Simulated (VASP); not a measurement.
Write the native input for VASP 6.6.1 that does the following.

```
Task                   : relaxation of cell and atoms
Functional             : PBE
Potentials or basis    : VASP PAW PBE potentials, release 64 (Sb, Br)
Cutoff                 : 600 eV
k mesh                 : 10 × 10 × 10
Occupations            : gaussian, width 0.1 eV
Spin                   : no spin polarisation
Dipole correction      : no
Further INCAR settings : ALGO = Normal; EDIFF = 1e-06; IBRION = 2; EDIFFG = -0.01; NSW = 100; ISIF = 3
```

The structure of Sb3Br lies in POSCAR:

```
Sb3Br
1.0
    0.0000000000      3.7759780653      3.7759780653
    3.7759780653      0.0000000000      3.7759780653
    3.7759780653      3.7759780653      0.0000000000
Sb Br
3 1
Direct
    0.2500000000      0.2500000000      0.2500000000
    0.7500000000      0.7500000000      0.7500000000
    0.5000000000      0.5000000000      0.5000000000
    0.0000000000      0.0000000000      0.0000000000
```

The cell was generated, and may not be a known phase.

The input as run:

INCAR

```
  PREC = Accurate
  ENCUT = 600
  EDIFF = 1E-6
  ISMEAR = 0
  SIGMA = 0.1
  LREAL = F
  LASPH = T
  NELM = 60
  ALGO = Normal
  ISIF = 3
  LWAVE = F
  LCHARG = F
  GGA = PE
  IBRION = 2
  NSW = 100
  EDIFFG = -0.01
```

KPOINTS

```
Automatic mesh
0
Gamma
  10 10 10
```

Potentials or basis: VASP PAW PBE potentials, release 64 (Sb, Br).

Run with:

```sh
$ cat potpaw_PBE.64/Sb/POTCAR potpaw_PBE.64/Br/POTCAR > POTCAR
$ mpirun -np 1 vasp_std > vasp.out
```

Results of the run:

```yaml
Relaxed_volume: 26.71 Å³/atom
Relaxed_cell: a = 5.326 Å, b = 5.326 Å, c = 5.326 Å, α = 60.00°, β = 60.00°, γ = 60.00°
Space_group_after_relaxing_to_0.1_Å: Fm-3m (No. 225)
Energy_gained_by_relaxing: 0.3 meV/atom
Ionic_steps: 3
Pressure_after_relaxing: 0.0 GPa
Band_gap_on_the_k_mesh: zero (bands 11 and 12 overlap by 2.96 eV)
```

Caveat: spin-orbit coupling is left out, which moves the levels of the heavy elements.

Wall time 5.4 min on 1 thread of Oxide Virtual Turin-like Processor, on a shared host, peak memory 0.36 GiB.
